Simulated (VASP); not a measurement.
# Mg6HO6 in VASP: single point with PBE

Aim: the single point of Mg6HO6 with PBE.

All numbers are computed with VASP 6.6.1; they aren't measurements. Logs are shortened: lines on timing, memory, paths and dates and some standing lists are left out, and cuts for length are marked.

## 1. The cell of the first run

The cell holds a slab with vacuum, 26 atoms: a = 5.325 Å, b = 5.325 Å, c = 17.434 Å, α = 90.00°, β = 90.00°, γ = 60.00°.

## 2. Single point, PBE

File INCAR:

```
PREC = Accurate
ENCUT = 520
EDIFF = 1E-7
ISMEAR = 0
SIGMA = 0.05
LREAL = Auto
LASPH = T
NELM = 80
ALGO = Normal
ISIF = 2
LWAVE = F
LCHARG = F
GGA = PE
NBANDS = 68
```

File KPOINTS:

```
Automatic mesh
0
Gamma
  2 2 1
```

File POSCAR:

```
Mg6HO6
1.0
    5.3245140000      0.0000000000      0.0000000000
    2.6622570000      4.6111640000      0.0000000000
    0.0000000000      0.0000000000     17.4343090000
Mg O H
12 12 2
Direct
    0.0000000000      0.0000000000      0.0573581666
    0.0000000939      0.5000000000      0.0573581666
    0.5000000000      0.0000000000      0.0573581666
    0.5000000939      0.5000000000      0.0573581666
    0.6676561311      0.6684266706      0.2009000185
    0.6676264527      0.1637530133      0.2008778209
    0.1654112494      0.6671675525      0.2003413499
    0.1687782312      0.1655651371      0.2007142927
    0.3316136714      0.3416005156      0.3467332717
    0.3316338366      0.8262241378      0.3465137047
    0.8384201437      0.3304512700      0.3403862465
    0.8169847486      0.8411810987      0.3631966142
    0.3333332033      0.8333334056      0.1196985782
    0.3333332972      0.3333334056      0.1196985782
    0.8333332033      0.8333334056      0.1196985782
    0.8333332972      0.3333334056      0.1196985782
    0.0009572300      0.5010463735      0.2684542301
    0.0009536691     -0.0022536609      0.2683520179
    0.5000173697      0.4998121949      0.2666444652
    0.5018199460      0.9989939633      0.2713808732
    0.6578324796      0.2002179927      0.4182190415
    0.6575407121      0.6415035336      0.4181815867
    0.1685640628      0.1652899355      0.4087407192
    0.1713688143      0.6643060190      0.4187135837
    0.1775585426      0.1579674893      0.4639678005
    0.6511195041      0.4240992079      0.4387692681
```

Potentials or basis: VASP PAW PBE potentials, release 64 (Mg, O, H).

The run is started by

```bash
$ cat potpaw_PBE.64/Mg/POTCAR potpaw_PBE.64/O/POTCAR potpaw_PBE.64/H/POTCAR > POTCAR
$ mpirun -np 1 vasp_std > vasp.out
```

OUTCAR:

```text
PREC = Accurate
   ENCUT = 520
   EDIFF = 1E-7
   ISMEAR = 0
   LREAL = Auto
   LASPH = T
   NELM = 80
   ISIF = 2
   GGA = PE

 ion  position               nearest neighbor table
   1  0.000  0.000  0.057-  13 1.88  16 1.88  15 1.88   4 2.66   2 2.66   3 2.66   3 2.66   2 2.66
                             4 2.66   7 2.93   6 2.93   8 2.94
   2  0.000  0.500  0.057-  14 1.88  15 1.88  16 1.88   1 2.66   3 2.66   4 2.66   4 2.66   3 2.66
                             1 2.66   7 2.93   5 2.93   8 2.94
   3  0.500  0.000  0.057-  15 1.88  14 1.88  13 1.88   2 2.66   4 2.66   1 2.66   1 2.66   4 2.66
                             2 2.66   8 2.93   6 2.93   5 2.93
   4  0.500  0.500  0.057-  16 1.88  13 1.88  14 1.88   3 2.66   1 2.66   2 2.66   2 2.66   1 2.66
                             3 2.66   7 2.93   5 2.94   6 2.94
   5  0.668  0.668  0.201-  19 1.93  17 1.94  20 1.96  15 2.08  13 2.09  16 2.10   6 2.64   7 2.65
                             8 2.65   8 2.67   7 2.68   6 2.69  11 2.89   3 2.93   2 2.93   4 2.94
   6  0.668  0.164  0.201-  19 1.93  18 1.94  20 1.96  15 2.08  14 2.09  16 2.10   5 2.64   7 2.65
                             8 2.65   8 2.67   7 2.68   5 2.69  11 2.89   3 2.93   1 2.93   4 2.94
   7  0.165  0.667  0.200-  19 1.93  18 1.93  17 1.93  15 2.08  14 2.08  13 2.09   5 2.65   6 2.65
                             8 2.66   8 2.66   6 2.68   5 2.68   2 2.93   1 2.93   4 2.93  10 2.96
   8  0.169  0.166  0.201-  18 1.95  17 1.95  20 1.97  13 2.08  14 2.08  16 2.09   6 2.65   5 2.65
                             7 2.66   7 2.66   5 2.67   6 2.67  11 2.87   3 2.93   1 2.94   2 2.94
   9  0.332  0.342  0.347-  23 1.90  24 1.95  21 1.96  17 2.05  19 2.05  20 2.05  10 2.58  12 2.64
                            11 2.66  11 2.67  12 2.72  10 2.74   7 2.96   6 2.98   8 2.99
  10  0.332  0.826  0.347-  23 1.90  24 1.95  22 1.96  18 2.05  19 2.05  20 2.05   9 2.58  12 2.64
                            11 2.66  11 2.67  12 2.72   9 2.74   7 2.96   5 2.97   8 2.99
  11  0.838  0.330  0.340-  26 1.92  23 1.93  21 1.98  22 1.98  18 1.98  17 1.98  19 2.02  10 2.66
                             9 2.66   9 2.67  10 2.67  12 2.69  12 2.69   8 2.87   6 2.89   5 2.89
  12  0.817  0.841  0.363-  24 1.90  22 1.92  21 1.92  20 2.16  17 2.28  18 2.28   9 2.64  10 2.64
                            11 2.69  11 2.69   9 2.72  10 2.72   5 3.20   6 3.20   7 3.26
  13  0.333  0.833  0.120-   1 1.88   4 1.88   3 1.88   8 2.08   7 2.09   5 2.09
  14  0.333  0.333  0.120-   2 1.88   3 1.88   4 1.88   8 2.08   7 2.08   6 2.09
  15  0.833  0.833  0.120-   3 1.88   2 1.88   1 1.88   7 2.08   6 2.08   5 2.08
  16  0.833  0.333  0.120-   4 1.88   1 1.88   2 1.88   8 2.09   5 2.10   6 2.10
  17  0.001  0.501  0.268-   7 1.93   5 1.94   8 1.95  11 1.98   9 2.05  12 2.28
  18  0.001  0.998  0.268-   7 1.93   6 1.94   8 1.95  11 1.98  10 2.05  12 2.28
  19  0.500  0.500  0.267-   6 1.93   7 1.93   5 1.93  11 2.02  10 2.05   9 2.05
  20  0.502  0.999  0.271-   5 1.96   6 1.96   8 1.97  10 2.05   9 2.05  12 2.16
  21  0.658  0.200  0.418-  26 1.23  12 1.92   9 1.96  11 1.98
  22  0.658  0.642  0.418-  26 1.23  12 1.92  10 1.96  11 1.98
  23  0.169  0.165  0.409-  25 0.96   9 1.90  10 1.90  11 1.93
  24  0.171  0.664  0.419-  12 1.90   9 1.95  10 1.95
  25  0.178  0.158  0.464-  23 0.96
  26  0.651  0.424  0.439-  21 1.23  22 1.23  11 1.92

  LATTYP: Found a hexagonal cell.
[... 182 lines left out ...]
     AMIX_MAG =   1.60;   BMIX_MAG =  1.00
  volume/ion in A,a.u.               =      16.46       111.10
  Fermi-wavevector in a.u.,A,eV,Ry     =   1.001502  1.892564 13.646725  1.003006
  Thomas-Fermi vector in A             =   2.133928
   LORBIT       =      0    0 simple, 1 ext, 2 COOP (PROOUT), +10 PAW based schemes
   GGA     = PE    functional components
   LHFCALC =     F    Hartree Fock is set to
   AEXX    =    0.0000 exact exchange contribution
   IVDW    =     0    specifies the selected vdW correction
   LEPSILON=     F    determine dielectric tensor
   LRPA    =     F    only Hartree local field effects (RPA)
 non-spin polarized calculation
 Gauss-broadening in eV      SIGMA  =   0.05
  energy-cutoff  :      520.00
  volume of cell :      428.05
 maximum number of plane-waves:     11540
 NGX is ok and might be reduce to    40
   NGX = 19   NGY = 19   NGZ = 65

 number of electron      98.0000003 magnetization

 Free energy of the ion-electron system (eV)
  ---------------------------------------------------
  ext. energy  EPLUGINS =         0.00000000
  ---------------------------------------------------
  free energy    TOTEN  =      -125.72712344 eV

  energy without entropy =     -125.70705411  energy(sigma->0) =     -125.71708877

 E-fermi :  -0.4837     XC(G=0):  -6.5264

 val. band max:       -0.4902247944   @ k =   0.0000   0.5000   0.0000
 cond. band min:      -0.3810504809   @ k =   0.0000   0.0000   0.0000
 fundamental gap:      0.1091743135
 Fermi energy:        -0.4836897657

 k-point     1 :       0.0000    0.0000    0.0000
  band No.  band energies     occupation
      1     -21.0673      2.00000
      2     -19.7720      2.00000
      3     -19.5436      2.00000
      4     -19.5151      2.00000
      5     -19.4733      2.00000
      6     -19.2218      2.00000
[... 245 lines left out ...]
     60       7.4849      0.00000
     61       7.5624      0.00000
 [bands above 61 left out]

------------------------ aborting loop because EDIFF is reached ----------------------------------------

  FORCE on cell =-STRESS in cart. coord.  units (eV):
  Direction    XX          YY          ZZ          XY          YZ          ZX
  --------------------------------------------------------------------------------------
  -------------------------------------------------------------------------------------
  Total       82.8503872     82.8425969      9.2719917     -0.0076960      0.1302262     -0.1347368
  in kB      310.1057677    310.0766092     34.7047032     -0.0288060      0.4874317     -0.5043146
  external PRESSURE =     218.2956934 kB  Pullay stress =       0.0000000 kB

 VOLUME and BASIS-vectors are now :
 -----------------------------------------------------------------------------
  energy-cutoff  :      520.00
  volume of cell :      428.05
      direct lattice vectors                 reciprocal lattice vectors
     5.324514000  0.000000000  0.000000000     0.187810568 -0.108432491  0.000000000
     2.662257000  4.611164000  0.000000000     0.000000000  0.216864982  0.000000000
     0.000000000  0.000000000 17.434309000     0.000000000  0.000000000  0.057358167

 POSITION                                       TOTAL-FORCE (eV/Angst)
 -----------------------------------------------------------------------------------
      0.00000      0.00000      1.00000         0.006692      0.019681     -2.446624
      1.33113      2.30558      1.00000        -0.014351     -0.015463     -2.447560
      2.66226      0.00000      1.00000        -0.004283      0.001773     -2.474471
      3.99339      2.30558      1.00000         0.015980     -0.008741     -2.412931
      5.33447      3.08223      3.50255        -0.001774     -0.005917     -0.043159
      3.99074      0.75509      3.50217         0.003812      0.003187     -0.043476
[... 18 lines left out ...]
      1.36596      0.72841      8.08896         0.020640     -0.005452      0.053069
      4.59596      1.95559      7.64964        -0.013358      0.004398      0.028730
 -----------------------------------------------------------------------------------
    total drift:                               -0.014181      0.008243     -0.028257

  FREE ENERGIE OF THE ION-ELECTRON SYSTEM (eV)
  ---------------------------------------------------
  free  energy   TOTEN  =      -125.7271234427 eV

  energy  without entropy=     -125.7070541073  energy(sigma->0) =     -125.71708877
```

stdout:

```text
POSCAR found type information on POSCAR MgO H
 POSCAR found :  3 types and      26 ions
 scaLAPACK will be used
 LDA part: xc-table for (Slater+PW92), standard interpolation
 POSCAR, INCAR and KPOINTS ok, starting setup
 FFT: planning ... GRIDC
 FFT: planning ... GRID_SOFT
 FFT: planning ... GRID
 WAVECAR not read
 entering main loop
```

Wall time 6.1 min (1 thread of Intel Xeon Platinum 8375C at 2.90GHz (Ice Lake), shared host); peak memory 0.52 GiB.

Results:

| Property | Result |
| --- | --- |
| Free energy | -125.7271 eV |
| Largest force | 2.543 eV/Å |
| Band gap on the k mesh | zero (bands 49 and 50 overlap by 0.32 eV) |

Forces in eV/Å, atoms in the order of the input:
```
Mg   0.007  0.020 -2.447
Mg  -0.014 -0.015 -2.448
Mg  -0.004  0.002 -2.474
Mg   0.016 -0.009 -2.413
Mg  -0.002 -0.006 -0.043
Mg   0.004  0.003 -0.043
Mg  -0.002  0.001 -0.040
Mg  -0.003  0.001 -0.036
Mg  -0.019 -0.015 -0.077
Mg   0.003  0.024 -0.076
Mg   0.003  0.001 -0.039
Mg  -0.004  0.004 -0.019
O    0.060  0.040  2.533
O   -0.008 -0.073  2.534
O   -0.041  0.020  2.543
O    0.024 -0.014  2.480
O   -0.003 -0.007  0.020
O    0.003  0.006  0.023
O   -0.002  0.000  0.038
O   -0.003  0.002  0.029
O   -0.016  0.002 -0.010
O   -0.007  0.017 -0.012
O   -0.028  0.017 -0.109
O    0.031 -0.018  0.004
H    0.021 -0.005  0.053
H   -0.013  0.004  0.029
```

Caveat: the k points lie up to 0.68 Å⁻¹ apart; there is no dipole correction, which matters where the two faces differ.

The gap in the log of VASP goes by the Fermi energy; the results here count the filled bands.